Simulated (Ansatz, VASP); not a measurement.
**One calculation of AgPt3, two programs**

```
Ag Pt
1.0
     3.87382    0.00000    0.00000
     0.00000    3.87382    0.00000
     0.00000    0.00000    3.87382
Ag Pt
1 3
Direct
  0.00000 0.00000 0.00000
  0.00000 0.50000 0.50000
  0.50000 0.00000 0.50000
  0.50000 0.50000 0.00000
```

Change from the starting cell: volume scaled by 0.98, PAW files.

Alike in both runs: task electric field gradients; functional LDA; k mesh 9 × 9 × 9; occupations fermi-dirac, width 0.08 eV; no spin polarisation.

```csv
,VASP,Ansatz
version,VASP 6.6.1,Ansatz 0.2.0
potentials or method,"VASP PAW LDA potentials, release 64 (Ag_sv_GW, Pt_sv_GW)","PAW with Ansatz's default frozen-core files, scalar-relativistic"
plane-wave cutoff (eV),470,420
valence electrons in the cell,73,73
```

|  | VASP | Ansatz | Ansatz less VASP |
| --- | --- | --- | --- |
| size of Vzz on the site where it differs most (V/Å²) | 22.4 | 8.4 | -13.94 |

LDA's correlation is that of Perdew and Zunger in VASP and of Perdew and Wang (1992) in Ansatz.

Spin-orbit coupling is off throughout.
